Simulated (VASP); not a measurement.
Runs of VASP 6.6.1 on MgO. The structure is that of space group P6_3/mmc (No. 194), or close to it. The cells are those of the table. 

```tsv
cell	gap on the mesh (eV)	pressure (GPa)
a = 3.591, b = 3.591, c = 3.938 Å, angles 90.0, 90.0, 120.0°, 4 atoms	(a)	2.4
a = 3.486, b = 3.486, c = 4.178 Å, angles 90.0, 90.0, 120.0°, 4 atoms	(b)	-0.7
a = 3.539, b = 3.539, c = 4.055 Å, angles 90.0, 90.0, 120.0°, 4 atoms	4.13	0.2
a = 3.382, b = 3.382, c = 4.440 Å, angles 90.0, 90.0, 120.0°, 4 atoms	4.01	1.0
a = 3.434, b = 3.434, c = 4.306 Å, angles 90.0, 90.0, 120.0°, 4 atoms	(c)	-0.4
```

Alike in all rows: task single point; level r2SCAN; potentials or basis VASP PAW PBE potentials, release 64 (Mg, O); no spin polarisation; k mesh 6 × 6 × 6; cutoff (eV) 520; smearing fermi-dirac 0.02 eV.

Question: Fill in the values left out.

Answer: (a) 4.16; (b) 4.08; (c) 4.04.

Caveats: the PAW data sets were made with another functional, which shifts forces and pressure a little.

